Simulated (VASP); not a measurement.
Write the native input for VASP 6.6.1 that does the following.

```
Task                   : single point
Functional             : PBE
Potentials or basis    : VASP PAW PBE potentials, release 64 (Zr_sv, Cd)
Cutoff                 : 520 eV
k mesh                 : 8 × 6 × 6
Occupations            : gaussian, width 0.1 eV
Spin                   : no spin polarisation
Dipole correction      : no
Further INCAR settings : ALGO = Fast; EDIFF = 1e-07; NBANDS = 38
```

The structure of Zr3Cd2 lies in POSCAR:

```
Zr3Cd2
1.0
    5.5945692788      0.0000000000      0.0000000000
    0.0000000000      5.2117889253      0.0000000000
    0.0000000000      0.0000000000      5.5960347616
Zr Cd
3 2
Direct
    0.0000000000      0.0000000000      0.5000000000
    0.5000000000      0.0000000000      0.0000000000
    0.0000000000      0.0000000000      0.0000000000
    0.5000000000      0.5000000000      0.5000000000
    0.5000000000      0.0000000000      0.5000000000
```

These files were run (other wordings do the same):

INCAR

```
SYSTEM = Zr3Cd2
ALGO     = Fast           ! electronic algorithm
EDIFF    = 1E-7           ! SCF threshold, eV
ENCUT    = 520            ! plane-wave cutoff, eV
GGA      = PE             ! functional
ISIF     = 2              ! what is computed and relaxed
ISMEAR   = 0              ! smearing method
LASPH    = .TRUE.         ! aspherical terms in the spheres
LCHARG   = .FALSE.        ! write CHGCAR
LREAL    = .FALSE.        ! projectors in reciprocal space
LWAVE    = .FALSE.        ! write WAVECAR
NBANDS   = 38             ! bands
NELM     = 80             ! most SCF steps
PREC     = Accurate       ! precision mode
SIGMA    = 0.1            ! smearing width, eV
```

KPOINTS

```
k-points
0
G
  8 6 6
  0 0 0
```

Potentials or basis: VASP PAW PBE potentials, release 64 (Zr_sv, Cd).

Command:

```console
$ cat potpaw_PBE.64/Zr_sv/POTCAR potpaw_PBE.64/Cd/POTCAR > POTCAR
$ mpirun -np 1 vasp_std > vasp.out
```

Results of the run:

- Pressure: 0.2 GPa
- Band gap on the k mesh: zero (bands 30 and 31 overlap by 0.91 eV)

Wall time 7.3 min on 1 thread of Intel(R) Xeon(R) 6975P-C (Granite Rapids) (shared host), peak memory 0.53 GiB.
